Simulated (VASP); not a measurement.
A run of VASP 6.6.1 is set up as follows.

The input INCAR:

```
SYSTEM = HfO2
  PREC = Accurate
  ENCUT = 600
  EDIFF = 1E-6
  ISMEAR = 0
  SIGMA = 0.02
  LREAL = .FALSE.
  LASPH = .TRUE.
  NELM = 120
  ALGO = Normal
  ISIF = 2
  LWAVE = .FALSE.
  LCHARG = .FALSE.
  GGA = PS
  NBANDS = 31
  GGA_COMPAT = .FALSE.
```

KPOINTS

```
Automatic mesh
0
G
  6 6 4
  0 0 0
```

File POSCAR:

```
HfO2
1.0
    3.5046487150      0.0000000000      0.0000000000
    0.0000000000      3.5046487150      0.0000000000
    0.0000000000      0.0000000000      5.3305789894
Hf O
2 4
Direct
    0.5000000000      0.5000000000      0.5000000000
    0.0000000000      0.0000000000      0.0000000000
    0.0000000000      0.5000000000      0.6972080000
    0.5000000000      0.0000000000      0.8027920000
    0.5000000000      0.0000000000      0.3027920000
    0.0000000000      0.5000000000      0.1972080000
```

Potentials or basis: VASP PAW PBE potentials, release 64 (Hf_pv, O).

Launch:

```bash
$ cat potpaw_PBE.64/Hf_pv/POTCAR potpaw_PBE.64/O/POTCAR > POTCAR
$ mpirun -np 1 vasp_std > vasp.out
```

(1) What does it give for the band gap on the k mesh?

(2) Estimate the pressure.

Results:

(1) 4.52 eV, indirect (least direct gap 4.58 eV).

(2) -0.5 GPa.

Caveat: the PAW data sets were made with another functional, which shifts forces and pressure a little; spin-orbit coupling is left out, which moves the levels of the heavy elements.
